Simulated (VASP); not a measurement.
Runs of VASP 6.6.1 on TaN. Symmetry: P-6m2, No. 187, hexagonal system. Conventional cell: a = 2.940 Å, b = 2.940 Å, c = 2.890 Å, α = 90.00°, β = 90.00°, γ = 120.00°. Ta (site symmetry -6m2) has 6 N at 2.23 Å and 2 Ta at 2.89 Å within 2.9 Å. Within 2.9 Å of N (site symmetry -6m2) lie 6 Ta at 2.23 Å and 2 N at 2.89 Å. 

| task | level | potentials or basis | spin | gap on the mesh (eV) | pressure (GPa) |
| --- | --- | --- | --- | --- | --- |
| single point | PBE | VASP PAW PBE potentials, release 64 (Ta_pv, N) | off | none | (a) |
| single point | r2SCAN | VASP PAW PBE potentials, release 64 (Ta_pv, N) | off | none | 0.0 |
| single point | PBE | VASP PAW PBE potentials, release 64 (Ta_pv, N) | non-collinear, zero start, SOC | - | 4.4 |
| single point | LDA | VASP PAW LDA potentials, release 64 (Ta_pv, N) | off | none | -11.1 |

Alike in all rows: cell as given; k mesh 9 × 9 × 8; cutoff (eV) 520; smearing fermi-dirac 0.1 eV.

Q: Fill in the values left out.

A: (a) 4.0.

Caveats: spin-orbit coupling is left out, which moves the levels of the heavy elements (some runs); the PAW data sets were made with another functional, which shifts forces and pressure a little (some runs).

A k mesh can miss the band edges, and rows without SOC leave out spin-orbit coupling on Ta.

A gap of «none» marks levels without a gap at the run's occupations.
